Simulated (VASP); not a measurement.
Set up this calculation in VASP 6.6.1, as the native input.

```yaml
Task: single point
Functional: r2SCAN
Potentials_or_basis: VASP PAW PBE potentials, release 64 (Hf_pv, O)
Cutoff: 520 eV
k_mesh: 8 × 8 × 8
Occupations: gaussian, width 0.05 eV
Spin: no spin polarisation
Dipole_correction: no
Further_INCAR_settings: ALGO = Normal; EDIFF = 1e-06; NBANDS = 18
```

HfO2:

```
Hf O
1.0
    -0.12227    2.49785    2.49785
     2.49785   -0.12227    2.49785
     2.49785    2.49785   -0.12227
Hf O
1 2
Cartesian
  0.0000 0.0000 0.0000
  1.2184 1.2184 1.2184
  3.6551 3.6551 3.6551
```

This cell differs from its parent crystal: ratio of the length along [111] to the lengths across it x 0.93, volume and fractional coordinates fixed.

These files were run (other wordings do the same):

POSCAR

```
HfO2
1.0
   -0.1222723072      2.4978485615      2.4978485615
    2.4978485615     -0.1222723072      2.4978485615
    2.4978485615      2.4978485615     -0.1222723072
Hf O
1 2
Direct
    0.0000000000      0.0000000000      0.0000000000
    0.2500000000      0.2500000000      0.2500000000
    0.7500000000      0.7500000000      0.7500000000
```

INCAR.step1

```
ALGO = Normal
EDIFF = 1E-4
ENCUT = 520
GGA = PE
ISMEAR = 0
LASPH = True
LCHARG = False
LREAL = False
LWAVE = True
NBANDS = 18
NELM = 60
PREC = Accurate
SIGMA = 0.05
```

INCAR.step2

```
ALGO = Normal
EDIFF = 1E-6
ENCUT = 520
ISIF = 2
ISMEAR = 0
ISTART = 1
LASPH = True
LCHARG = True
LELF = True
LMIXTAU = True
LREAL = False
LVHAR = True
LWAVE = False
METAGGA = R2SCAN
NBANDS = 18
NELM = 60
PREC = Accurate
SIGMA = 0.05
```

KPOINTS

```
k-points
0
Gamma
  8 8 8
```

Potentials or basis: VASP PAW PBE potentials, release 64 (Hf_pv, O).

Launch:

```bash
$ cat potpaw_PBE.64/Hf_pv/POTCAR potpaw_PBE.64/O/POTCAR > POTCAR
$ cp INCAR.step1 INCAR
$ mpirun -np 1 vasp_std > vasp.out
$ cp INCAR.step2 INCAR
$ mpirun -np 1 vasp_std > vasp.out
```

It gave:

The pressure is -10.3 GPa and the largest force is 0.608 eV/Å. The band gap on the k mesh is 4.28 eV, direct.

Caveat: the PAW data sets were made with another functional, which shifts forces and pressure a little; spin-orbit coupling is left out, which moves the levels of the heavy elements.

Wall time 67 s on 1 thread of Intel(R) Xeon(R) 6975P-C (Granite Rapids), with other jobs on the host, peak memory 0.19 GiB.
